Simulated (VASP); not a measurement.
Write the native input for VASP 6.6.1 that does the following.

```yaml
Task: relaxation of cell and atoms
Functional: PBE
Potentials_or_basis: VASP PAW PBE potentials, release 64 (Hf_pv, Ga_d, Te)
Cutoff: 600 eV
k_mesh: 4 × 4 × 2
Occupations: gaussian, width 0.1 eV
Spin: no spin polarisation
Dipole_correction: no
Further_INCAR_settings: ALGO = Normal; EDIFF = 1e-06; IBRION = 2; EDIFFG = -0.04; NSW = 90; ISIF = 3
```

The structure of HfGa2Te3 lies in POSCAR:

```
HfGa2Te3
1.0
    4.0885460300      0.0000000000      0.0000000000
    0.0000000000      4.0885460300      0.0000000000
    0.0000000000      0.0000000000      8.9228719000
Hf Ga Te
1 2 3
Direct
    0.5000000000      0.5000000000      0.0000000000
    0.5000000000      0.0000000000      0.7391800300
    0.0000000000      0.5000000000      0.2608199700
    0.5000000000      0.0000000000      0.3822810100
    0.0000000000      0.5000000000      0.6177189900
    0.0000000000      0.0000000000      0.0000000000
```

The cell was generated, and may not be a known phase.

One way to write it, as run:

INCAR

```
SYSTEM = HfGa2Te3
ALGO = Normal
EDIFF = 1E-6
EDIFFG = -0.04
ENCUT = 600
GGA = PE
IBRION = 2
ISIF = 3
ISMEAR = 0
LASPH = .TRUE.
LCHARG = .FALSE.
LREAL = .FALSE.
LWAVE = .FALSE.
NELM = 60
NSW = 90
PREC = Accurate
SIGMA = 0.1
```

KPOINTS

```
k-points
0
G
  4 4 2
  0 0 0
```

Potentials or basis: VASP PAW PBE potentials, release 64 (Hf_pv, Ga_d, Te).

Launch:

```bash
$ cat potpaw_PBE.64/Hf_pv/POTCAR potpaw_PBE.64/Ga_d/POTCAR potpaw_PBE.64/Te/POTCAR > POTCAR
$ mpirun -np 1 vasp_std > vasp.out
```

Results of the run:

| Item | Value |
| --- | --- |
| Relaxed volume | 25.33 Å³/atom |
| Relaxed cell | a = 4.053 Å, b = 4.053 Å, c = 9.250 Å, α = 90.00°, β = 90.00°, γ = 90.00° |
| Space group after relaxing (to 0.1 Å) | P-4m2 (No. 115) |
| Energy gained by relaxing | 76.9 meV/atom |
| Ionic steps | 15 |
| Pressure after relaxing | -0.1 GPa |
| Largest force after relaxing | 0.029 eV/Å |
| Band gap on the k mesh | zero (bands 27 and 28 overlap by 1.44 eV) |

Caveat: the k points lie up to 0.39 Å⁻¹ apart in the final cell, too coarse for converged energies and pressures of a metal; spin-orbit coupling is left out, which moves the levels of the heavy elements.

Wall time 6.8 min on 1 thread of AMD EPYC 9R45 96-Core Processor (Zen 5) (shared host), peak memory 0.32 GiB.
